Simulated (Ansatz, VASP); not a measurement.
**One calculation of Mg3ZnS4, two programs**

```
Mg Zn S
1.0
     3.67739    0.00000    0.00000
     0.00000    3.67739    0.00000
     0.00000    0.00000   10.39717
Mg Zn S
3 1 4
Direct
  0.00000 0.00000 0.75271
  0.00000 0.00000 0.24729
  0.50000 0.50000 0.50000
  0.50000 0.50000 0.00000
  0.00000 0.00000 0.00000
  0.50000 0.50000 0.24635
  0.00000 0.00000 0.50000
  0.50000 0.50000 0.75365
```

Alike in both runs: functional PBE; k mesh 8 × 8 × 4; occupations gaussian, width 0.02 eV; no spin polarisation.

Ansatz relaxed the structure, and its values are those at the end. VASP's run is a single point on that final structure, the one shown.

|  | VASP | Ansatz |
| --- | --- | --- |
| version | VASP 6.6.1 | Ansatz 0.2.0 |
| potentials or method | VASP PAW PBE potentials, release 64 (Mg, Zn, S), cutoff 520 eV | scalar-relativistic, plane waves, PAW |
| valence electrons in the cell | 42 | 66 |

```csv
,VASP,Ansatz,Ansatz less VASP
gap on the k mesh at the Fermi level (eV),1.02,1.03,+0.008
least direct gap on the mesh (eV),1.61,1.61,+0.009
pressure (GPa),-0.2,0.0,+0.19
rms of the force components (eV/Å),0.006,0.001,-0.0045
```

VASP's potentials hold 42 valence electrons a cell and Ansatz's 66, so a difference there can come from the potentials and not from the codes.
